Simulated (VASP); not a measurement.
Mg3Sb2:

```
Mg Sb
1.0
     4.58200    0.00000    0.00000
    -2.29100    3.96813    0.00000
     0.00000    0.00000    7.24400
Mg Sb
3 2
Direct
  0.33333 0.66667 0.63000
  0.66667 0.33333 0.37000
  0.00000 0.00000 0.00000
  0.33333 0.66667 0.23500
  0.66667 0.33333 0.76500
```

| Quantity | Value |
| --- | --- |
| Program | VASP 6.6.1 |
| Task | relaxation of cell and atoms |
| Functional | PBEsol |
| Potentials or basis | VASP PAW PBE potentials, release 64 (Mg, Sb) |
| Cutoff | 600 eV |
| k mesh | 6 × 6 × 4 |
| Occupations | fermi-dirac, width 0.02 eV |
| Spin | no spin polarisation |

At the start: pressure -0.4 GPa; volume 26.34 Å³/atom.

Question: How do energy, volume and symmetry change on relaxing?

Answer: Over 8 steps the energy falls by 8.8 meV/atom and the volume is 25.82 Å³/atom (-2.0 %); space group P-3m1 (No. 164, to 0.1 Å) before and after.

The path:
```
step  energy change (eV)  largest force (eV/Å)  pressure (GPa)  volume (Å³)
   1              0.0000                0.4730           -0.37       131.71
   2             -0.0228                0.3318           -0.14       130.54
   3             -0.0360                0.1008            0.35       128.56
   4             -0.0425                0.0325           -0.09       129.40
   5             -0.0427                0.0336           -0.18       129.58
   6             -0.0438                0.0094            0.05       128.90
   7             -0.0438                0.0104            0.05       128.93
   8             -0.0438                0.0068           -0.01       129.09
```

Final structure:
```xyz
5
Lattice="4.5581 0.0000 0.0000 -2.2791 3.9475 0.0000 0.0000 0.0000 7.1742" Properties=species:S:1:pos:R:3 pbc="T T T"
Mg    0.0000    2.6316    4.5395
Mg    2.2791    1.3158    2.6347
Mg    0.0000    0.0000    7.1742
Sb    0.0000    2.6316    1.6043
Sb    2.2791    1.3158    5.5699
```

Caveat: the PAW data sets were made with another functional, which shifts forces and pressure a little.
